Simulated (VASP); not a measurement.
Set up this calculation in VASP 6.6.1, as the native input.

```
Task                   : electric field gradients
Functional             : PBE
Potentials or basis    : VASP PAW PBE potentials, release 64 (Si, O)
Cutoff                 : 520 eV
k mesh                 : 5 × 5 × 4
Occupations            : fermi-dirac, width 0.02 eV
Spin                   : no spin polarisation
Dipole correction      : no
Further INCAR settings : ALGO = Normal; EDIFF = 1e-08; NBANDS = 44
```

The structure of SiO2 lies in POSCAR:

```
SiO2
1.0
    4.9709000000      0.0000000000      0.0000000000
    0.0000000000      4.9709000000      0.0000000000
    0.0000000000      0.0000000000      6.9278000000
Si O
4 8
Direct
    0.3005000000      0.3005000000      0.0000000000
    0.1995000000      0.8005000000      0.2500000000
    0.6995000000      0.6995000000      0.5000000000
    0.8005000000      0.1995000000      0.7500000000
    0.2392000000      0.1037000000      0.1786000000
    0.3963000000      0.7392000000      0.4286000000
    0.7608000000      0.8963000000      0.6786000000
    0.6037000000      0.2608000000      0.9286000000
    0.7392000000      0.3963000000      0.5714000000
    0.8963000000      0.7608000000      0.3214000000
    0.2608000000      0.6037000000      0.0714000000
    0.1037000000      0.2392000000      0.8214000000
```

One way to write it, as run:

INCAR

```
PREC     = Accurate       # precision mode
ENCUT    = 520            # plane-wave cutoff, eV
EDIFF    = 1E-8           # SCF threshold, eV
ISMEAR   = -1             # smearing method
SIGMA    = 0.02           # smearing width, eV
LREAL    = False          # projectors in reciprocal space
LASPH    = True           # aspherical terms in the spheres
NELM     = 100            # most SCF steps
ALGO     = Normal         # electronic algorithm
ISIF     = 2              # what is computed and relaxed
LWAVE    = False          # write WAVECAR
LCHARG   = False          # write CHGCAR
GGA      = PE             # functional
LEFG     = True         
NBANDS   = 44             # bands
```

KPOINTS

```
Automatic mesh
0
Gamma
  5 5 4
```

Potentials or basis: VASP PAW PBE potentials, release 64 (Si, O).

Command:

```bash
$ cat potpaw_PBE.64/Si/POTCAR potpaw_PBE.64/O/POTCAR > POTCAR
$ mpirun -np 1 vasp_std > vasp.out
```

It gave:

```
Pressure                                : 7.9 GPa
Largest force                           : 0.499 eV/Å
Band gap on the k mesh                  : 5.80 eV
Largest electric field gradient by atom : Si -5.8; O +86.2 V/Å²
```

Caveat: the cell stands under pressure; without QUAD_EFG the Cq values of the log hold for a quadrupole moment of 1 mb, not for the nuclei.

Run time: 110 s on 1 thread of AMD EPYC 9R45 96-Core Processor (Zen 5), on a shared host, peak memory 0.27 GiB.
